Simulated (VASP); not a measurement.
# C (P6_3/mmc) in VASP: notebook

The runs below take C through single point, with revPBE+D4, RPBE+D3(BJ), PBE.

Program: VASP 6.6.1. These are calculated values, not measurements. Logs are shortened: lines on timing, memory, paths and dates and some standing lists are left out, and cuts for length are marked.

### 1 The cell of the first run

It takes space group P6_3/mmc (No. 194, hexagonal). Conventional cell: a = 2.555 Å, b = 2.555 Å, c = 12.518 Å, α = 90.00°, β = 90.00°, γ = 120.00°. Within 2.1 Å of C (site symmetry 3m) lie 4 C at 1.56 Å. C (site symmetry 3m) has 4 C at 1.56 Å within 2.1 Å. C (site symmetry 3m) has 4 C at 1.56 Å within 2.1 Å.

### 2 Single point, revPBE+D4

INCAR reads:

```
SYSTEM = C
ALGO = Normal ; EDIFF = 1E-7
ENCUT = 520 ; GGA = RE
ISIF = 2 ; ISMEAR = -1
IVDW = 13 ; LASPH = .True.
LCHARG = .False. ; LREAL = .False.
LWAVE = .False. ; NBANDS = 36
NELM = 60 ; PREC = Accurate
SIGMA = 0.05
```

KPOINTS reads:

```
k-points
0
Gamma
  12 12 3
  0 0 0
```

POSCAR reads:

```
C
1.0
    2.5552893324      0.0000000000      0.0000000000
   -1.2776446662      2.2129454759      0.0000000000
    0.0000000000      0.0000000000     12.5182936458
C
12
Direct
    0.6666666667      0.3333333333      0.3541700000
    0.3333333333      0.6666666667      0.8541700000
    0.6666666667      0.3333333333      0.1458300000
    0.3333333333      0.6666666667      0.6458300000
    0.6666666667      0.3333333333      0.4791700000
    0.3333333333      0.6666666667      0.9791700000
    0.6666666667      0.3333333333      0.0208300000
    0.3333333333      0.6666666667      0.5208300000
    0.0000000000      0.0000000000      0.8125000000
    0.0000000000      0.0000000000      0.3125000000
    0.0000000000      0.0000000000      0.6875000000
    0.0000000000      0.0000000000      0.1875000000
```

Potentials or basis: VASP PAW PBE potentials, release 64 (C).

Command:

```
> cat potpaw_PBE.64/C/POTCAR > POTCAR
> mpirun -np 1 vasp_std > vasp.out
```

OUTCAR:

```text
SYSTEM = C
   EDIFF = 1E-7
   ENCUT = 520
   GGA = RE
   ISIF = 2
   ISMEAR = -1
   IVDW = 13
   LASPH = .True.
   LREAL = .False.
   NELM = 60
   PREC = Accurate

 ion  position               nearest neighbor table
   1  0.667  0.333  0.354-   5 1.56  10 1.56  10 1.56  10 1.56
   2  0.333  0.667  0.854-   6 1.56   9 1.56   9 1.56   9 1.56
   3  0.667  0.333  0.146-   7 1.56  12 1.56  12 1.56  12 1.56
   4  0.333  0.667  0.646-   8 1.56  11 1.56  11 1.56  11 1.56
   5  0.667  0.333  0.479-   8 1.56   8 1.56   8 1.56   1 1.56
   6  0.333  0.667  0.979-   7 1.56   7 1.56   7 1.56   2 1.56
   7  0.667  0.333  0.021-   6 1.56   6 1.56   6 1.56   3 1.56
   8  0.333  0.667  0.521-   5 1.56   5 1.56   5 1.56   4 1.56
   9  0.000  0.000  0.812-  11 1.56   2 1.56   2 1.56   2 1.56
  10  0.000  0.000  0.312-  12 1.56   1 1.56   1 1.56   1 1.56
  11  0.000  0.000  0.688-   9 1.56   4 1.56   4 1.56   4 1.56
  12  0.000  0.000  0.188-  10 1.56   3 1.56   3 1.56   3 1.56

  LATTYP: Found a hexagonal cell.
 ALAT       =     2.5552893324
 C/A-ratio  =     4.8989730779

  Lattice vectors:

 A1 = (   2.5552893324,   0.0000000000,   0.0000000000)
 A2 = (  -1.2776446662,   2.2129454759,   0.0000000000)
 A3 = (   0.0000000000,   0.0000000000,  12.5182936458)

Analysis of symmetry for initial positions (statically):
=====================================================================
 Subroutine PRICEL returns:
 Original cell was already a primitive cell.

 Routine SETGRP: Setting up the symmetry group for a
 hexagonal supercell.

 Subroutine GETGRP returns: Found 24 space group operations
 (whereof 12 operations were pure point group operations)
 out of a pool of 24 trial point group operations.

The static configuration has the point symmetry D_3d.
 The point group associated with its full space group is D_6h.

Analysis of symmetry for dynamics (positions and initial velocities):
=====================================================================
 Subroutine PRICEL returns:
 Original cell was already a primitive cell.

 Routine SETGRP: Setting up the symmetry group for a
 hexagonal supercell.

 Subroutine GETGRP returns: Found 24 space group operations
 (whereof 12 operations were pure point group operations)
 out of a pool of 24 trial point group operations.

The dynamic configuration has the point symmetry D_3d.
 The point group associated with its full space group is D_6h.

 Subroutine INISYM returns: Found 24 space group operations
 (whereof 12 operations are pure point group operations),
 and found     1 'primitive' translations

----------------------------------------------------------------------------------------

                                     Primitive cell

  volume of cell :      70.7874

  direct lattice vectors                    reciprocal lattice vectors
     2.555289332  0.000000000  0.000000000     0.391345116  0.225943208  0.000000000
    -1.277644666  2.212945476  0.000000000     0.000000000  0.451886416  0.000000000
     0.000000000  0.000000000 12.518293646     0.000000000  0.000000000  0.079883092

  length of vectors
     2.555289332  2.555289332 12.518293646     0.451886416  0.451886416  0.079883092

  position of ions in fractional coordinates (direct lattice)
     0.666666667  0.333333333  0.354170000
     0.333333333  0.666666667  0.854170000
     0.666666667  0.333333333  0.145830000
     0.333333333  0.666666667  0.645830000
     0.666666667  0.333333333  0.479170000
     0.333333333  0.666666667  0.979170000
     0.666666667  0.333333333  0.020830000
     0.333333333  0.666666667  0.520830000
     0.000000000  0.000000000  0.812500000
     0.000000000  0.000000000  0.312500000
     0.000000000  0.000000000  0.687500000
     0.000000000  0.000000000  0.187500000

  ion indices of the primitive-cell ions
   primitive index   ion index
                 1           1
                 2           2
                 3           3
                 4           4
                 5           5
                 6           6
                 7           7
                 8           8
                 9           9
                10          10
                11          11
                12          12

----------------------------------------------------------------------------------------

 KPOINTS: k-points

Automatic generation of k-mesh.
 Grid dimensions read from file:
 generate k-points for:   12   12    3

 Generating k-lattice:

  Cartesian coordinates                     Fractional coordinates (reciprocal lattice)
     0.032612093  0.018828601  0.000000000     0.083333333  0.000000000  0.000000000
     0.000000000  0.037657201  0.000000000     0.000000000  0.083333333  0.000000000
     0.000000000  0.000000000  0.026627697     0.000000000  0.000000000  0.333333333

  Length of vectors
     0.037657201  0.037657201  0.026627697

  Shift w.r.t. Gamma in fractional coordinates (k-lattice)
     0.000000000  0.000000000  0.000000000

 Subroutine IBZKPT returns following result:
 ===========================================

 Found     38 irreducible k-points:

 Following reciprocal coordinates:
            Coordinates               Weight
  0.000000  0.000000  0.000000      1.000000
  0.083333  0.000000  0.000000      6.000000
  0.166667  0.000000  0.000000      6.000000
  0.250000  0.000000  0.000000      6.000000
  0.333333  0.000000  0.000000      6.000000
  0.416667  0.000000  0.000000      6.000000
[... 16 lines left out ...]
  0.250000  0.000000  0.333333     12.000000
  0.333333  0.000000  0.333333     12.000000
 [... further k-points ...]
   k-points           NKPTS =     38   k-points in BZ     NKDIM =     38   number of bands    NBANDS=     36
   number of dos      NEDOS =    301   number of ions     NIONS =     12
   total plane-waves  NPLWV =  38400
   dimension x,y,z NGX =    20 NGY =   20 NGZ =   96
   dimension x,y,z NGXF=    40 NGYF=   40 NGZF=  192
   ions per type =              12
   NGX,Y,Z   is equivalent  to a cutoff of  13.01, 13.01, 12.75 a.u.
   NGXF,Y,Z  is equivalent  to a cutoff of  26.02, 26.02, 25.50 a.u.
 SYSTEM =  C
   PREC   = accura    normal or accurate (medium, high low for compatibility)
   ISTART =      0    job   : 0-new  1-cont  2-samecut
   ICHARG =      2    charge: 1-file 2-atom 10-const
   ISPIN  =      1    spin polarized calculation?
   LNONCOLLINEAR =      F non collinear calculations
   LSORBIT =      F    spin-orbit coupling
   LASPH  =      T    aspherical Exc in radial PAW
   ENCUT  =  520.0 eV  38.22 Ry    6.18 a.u.   4.75  4.75 23.28*2*pi/ulx,y,z
   NELM   =     60;   NELMIN=  2; NELMDL= -5     # of ELM steps
   EDIFF  = 0.1E-06   stopping-criterion for ELM
   LREAL  =      F    real-space projection
   EDIFFG = 0.1E-05   stopping-criterion for IOM
   NSW    =      0    number of steps for IOM
   IBRION =     -1    ionic relax: 0-MD 1-quasi-New 2-CG
   NFREE  =      0    steps in history (QN), initial steepest desc. (CG)
   ISIF   =      2    stress and relaxation
   ISYM   =      2    0-nonsym 1-usesym 2-fastsym
   POTIM  = 0.5000    time-step for ionic-motion
   TEBEG  =    0.0;   TEEND  =   0.0 temperature during run
   PSTRESS=    0.0 pullay stress
   NELECT =      48.0000    total number of electrons
   NUPDOWN=      -1.0000    fix difference up-down
   EMIN   =  10.00;   EMAX   =-10.00  energy-range for DOS
   EFERMI =   0.00;   METHOD = LEGACY
   ISMEAR =    -1;   SIGMA  =   0.05  broadening in eV -4-tet -1-fermi 0-gaus
   EFERMI_NEDOS =   21; number of points for ismear=-14 and -15
   IALGO  =     38    algorithm
   IMIX   =      4    mixing-type and parameters
     AMIX     =   0.40;   BMIX     =  1.00
     AMIX_MAG =   1.60;   BMIX_MAG =  1.00
  volume/ion in A,a.u.               =       5.90        39.81
  Fermi-wavevector in a.u.,A,eV,Ry     =   1.438257  2.717912 28.144796  2.068584
  Thomas-Fermi vector in A             =   2.557244
   LORBIT       =      0    0 simple, 1 ext, 2 COOP (PROOUT), +10 PAW based schemes
   GGA     = RE    functional components
   LHFCALC =     F    Hartree Fock is set to
   AEXX    =    0.0000 exact exchange contribution
   IVDW    =    13    specifies the selected vdW correction
   LEPSILON=     F    determine dielectric tensor
   LRPA    =     F    only Hartree local field effects (RPA)
 non-spin polarized calculation
  energy-cutoff  :      520.00
  volume of cell :       70.79
 maximum number of plane-waves:      1936
 NGX is ok and might be reduce to    20
   NGX =  9   NGY =  9   NGZ = 47

 number of electron      47.9999994 magnetization

 Free energy of the ion-electron system (eV)
  ---------------------------------------------------
  ext. energy  EPLUGINS =         0.00000000
  ---------------------------------------------------
  free energy    TOTEN  =      -104.15074552 eV

  energy without entropy =     -104.15074552  energy(sigma->0) =     -104.15074552

 E-fermi :  10.3336     XC(G=0): -12.9900

 val. band max:        9.3511914068   @ k =   0.0000   0.0000   0.0000
 cond. band min:      13.6227993603   @ k =   0.3333   0.0000   0.0000
 fundamental gap:      4.2716079534
 Fermi energy:        10.3335781368

 k-point     1 :       0.0000    0.0000    0.0000
  band No.  band energies     occupation
      1     -11.7640      2.00000
      2     -11.0378      2.00000
      3     -10.9941      2.00000
      4      -8.8376      2.00000
      5      -8.8157      2.00000
      6      -6.1990      2.00000
[... 28 lines left out ...]
     35      17.1247      0.00000
     36      17.1353      0.00000
[... 866 lines left out ...]
      6      -4.4545      2.00000
[... 28 lines left out ...]
     35      18.2003      0.00000
     36      18.8237      0.00000

 [... further k-points ...]

------------------------ aborting loop because EDIFF is reached ----------------------------------------

  DFT-D4 for vdW energy calculation

  Edisp (eV):   -5.77787

  FORCE on cell =-STRESS in cart. coord.  units (eV):
  Direction    XX          YY          ZZ          XY          YZ          ZX
  --------------------------------------------------------------------------------------
  -------------------------------------------------------------------------------------
  Total     -10.47519   -10.47519    -7.20284     0.00000    -0.00000     0.00000
  in kB    -237.09172  -237.09172  -163.02664     0.00000    -0.00000     0.00000
  external pressure =     -212.40 kB  Pullay stress =        0.00 kB

 VOLUME and BASIS-vectors are now :
 -----------------------------------------------------------------------------
  energy-cutoff  :      520.00
  volume of cell :       70.79
      direct lattice vectors                 reciprocal lattice vectors
     2.555289332  0.000000000  0.000000000     0.391345116  0.225943208  0.000000000
    -1.277644666  2.212945476  0.000000000     0.000000000  0.451886416  0.000000000
     0.000000000  0.000000000 12.518293646     0.000000000  0.000000000  0.079883092

 POSITION                                       TOTAL-FORCE (eV/Angst)
 -----------------------------------------------------------------------------------
      1.27764      0.73765      4.43360         0.000000     -0.000000      0.284408
     -0.00000      1.47530     10.69275        -0.000000      0.000000      0.284408
      1.27764      0.73765      1.82554         0.000000     -0.000000     -0.284408
     -0.00000      1.47530      8.08469        -0.000000      0.000000     -0.284408
      1.27764      0.73765      5.99839        -0.000000      0.000000     -0.021079
     -0.00000      1.47530     12.25754         0.000000     -0.000000     -0.021079
      1.27764      0.73765      0.26076        -0.000000      0.000000      0.021079
     -0.00000      1.47530      6.51990         0.000000      0.000000      0.021079
      0.00000      0.00000     10.17111        -0.000000     -0.000000      0.313922
      0.00000      0.00000      3.91197         0.000000      0.000000      0.313922
      0.00000      0.00000      8.60633        -0.000000     -0.000000     -0.313922
      0.00000      0.00000      2.34718        -0.000000     -0.000000     -0.313922
 -----------------------------------------------------------------------------------
    total drift:                               -0.000000      0.000000      0.000000

  FREE ENERGIE OF THE ION-ELECTRON SYSTEM (eV)
  ---------------------------------------------------
  free  energy   TOTEN  =      -109.9286160986 eV

  energy  without entropy=     -109.9286160986  energy(sigma->0) =     -109.92861610
```

Wall time 1.9 min (1 thread of Intel Xeon 8259CL, shared host); peak memory 0.21 GiB.

What came out:

- Free energy: -109.9286 eV
- Pressure: -21.2 GPa
- Largest force: 0.314 eV/Å
- Band gap on the k mesh: 4.27 eV (least direct gap 5.21 eV)
- Dispersion energy per atom: -0.481 eV

Forces in eV/Å, atoms in the order of the input:
```
C    0.000  0.000  0.284
C    0.000  0.000  0.284
C    0.000  0.000 -0.284
C    0.000  0.000 -0.284
C    0.000  0.000 -0.021
C    0.000  0.000 -0.021
C    0.000  0.000  0.021
C    0.000  0.000  0.021
C    0.000  0.000  0.314
C    0.000  0.000  0.314
C    0.000  0.000 -0.314
C    0.000  0.000 -0.314
```

Levels at points of the mesh, in eV from the valence-band top:
| k point | band 21 | band 22 | band 23 | band 24 | band 25 | band 26 | band 27 | band 28 |
| --- | --- | --- | --- | --- | --- | --- | --- | --- |
| (0.00, 0.00, 0.00) | -0.95 | -0.14 | 0.00 | 0.00 | 5.21 | 5.21 | 5.56 | 6.25 |
| (0.50, 0.00, 0.00) | -3.92 | -3.91 | -3.51 | -2.79 | 4.43 | 4.99 | 5.17 | 5.51 |

Caveat: the stress differs along the axes, from -24 to -16 GPa; the PAW data sets were made with another functional, which shifts forces and pressure a little. A k mesh can miss the band edges.

(Continued in part 2 of 2.)
